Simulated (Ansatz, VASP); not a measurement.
**SrGa3 in VASP and in Ansatz**

```
Sr Ga
1.0
     4.52848    0.00000    0.00000
     0.00000    4.52848    0.00000
     0.00000    0.00000    4.52848
Sr Ga
1 3
Direct
  0.00000 0.00000 0.00000
  0.00000 0.50000 0.50000
  0.50000 0.50000 0.00000
  0.50000 0.00000 0.50000
```

Alike in both runs: task single point; functional PBE; dispersion D3(BJ); k mesh 8 × 8 × 8; occupations gaussian, width 0.15 eV; no spin polarisation.

```csv
,VASP,Ansatz
version,VASP 6.6.1,Ansatz 0.2.0
potentials or method,"VASP PAW PBE potentials, release 64 (Sr_sv, Ga_d), cutoff 520 eV","scalar-relativistic, plane waves, PAW"
valence electrons in the cell,49,49
```

|  | VASP | Ansatz | Ansatz less VASP |
| --- | --- | --- | --- |
| pressure (GPa) | -1.9 | -2.1 | -0.13 |
